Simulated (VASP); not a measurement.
# La: single point with PBE

The system is La.

```xyz
1
Lattice="-1.6204 1.6204 1.6204 1.6204 -1.6204 1.6204 1.6204 1.6204 -1.6204" Properties=species:S:1:pos:R:3 pbc="T T T"
La    0.0000    0.0000    0.0000
```

This isn't the form of La at room conditions, which is double hcp.

```
Program                : VASP 6.6.1
Task                   : single point
Functional             : PBE
Potentials or basis    : VASP PAW PBE potentials, release 64 (La)
Cutoff                 : 520 eV
k mesh                 : 13 × 13 × 13
Occupations            : fermi-dirac, width 0.08 eV
Spin                   : no spin polarisation
Dipole correction      : no
Further INCAR settings : ALGO = Normal; EDIFF = 1e-06; NBANDS = 12
```

- Pressure: 91.9 GPa
- Band gap on the k mesh: zero (an odd number of electrons rules out a gap without spin polarisation)

Levels at points of the mesh, in eV from the Fermi level:
| k point | band 4 | band 5 | band 6 | band 7 | band 8 | band 9 |
| --- | --- | --- | --- | --- | --- | --- |
| (0.00, 0.00, 0.00) | -11.90 | 1.60 | 1.63 | 1.63 | 1.63 | 2.35 |

Wall time 39 s on 1 thread of Intel Xeon 8259CL, on a shared host, peak memory 0.17 GiB.

Caveat: the cell stands under pressure; spin-orbit coupling is left out, which moves the levels of the heavy elements.
